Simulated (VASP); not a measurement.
A run of VASP 6.6.1:

The input INCAR:

```
PREC = Accurate ; ENCUT = 520
EDIFF = 1E-7 ; ISMEAR = -1
SIGMA = 0.05 ; LREAL = F
LASPH = T ; NELM = 60
ALGO = Normal ; ISIF = 2
LWAVE = F ; LCHARG = F
GGA = CA ; NBANDS = 16
```

File KPOINTS:

```
regular mesh
0
Gamma
  14 14 14
```

POSCAR

```
AlRu
1.0
    0.0000000000      2.0031526235      2.0031526235
    2.0031526235      0.0000000000      2.0031526235
    2.0031526235      2.0031526235      0.0000000000
Ru Al
1 1
Direct
    0.0000000000      0.0000000000      0.0000000000
    0.5000000000      0.5000000000      0.5000000000
```

Potentials or basis: VASP PAW LDA potentials, release 64 (Ru_pv, Al).

Run with:

```sh
$ cat potpaw_LDA.64/Ru_pv/POTCAR potpaw_LDA.64/Al/POTCAR > POTCAR
$ mpirun -np 1 vasp_std > vasp.out
```

Hardware: 1 thread of Intel Xeon 8259CL, on a shared host.

How long does it take, and how much memory?

Wall time 26 s on 1 thread of Intel Xeon 8259CL (shared host), peak memory 0.15 GiB. Counts: scf iterations 12, k points 104.
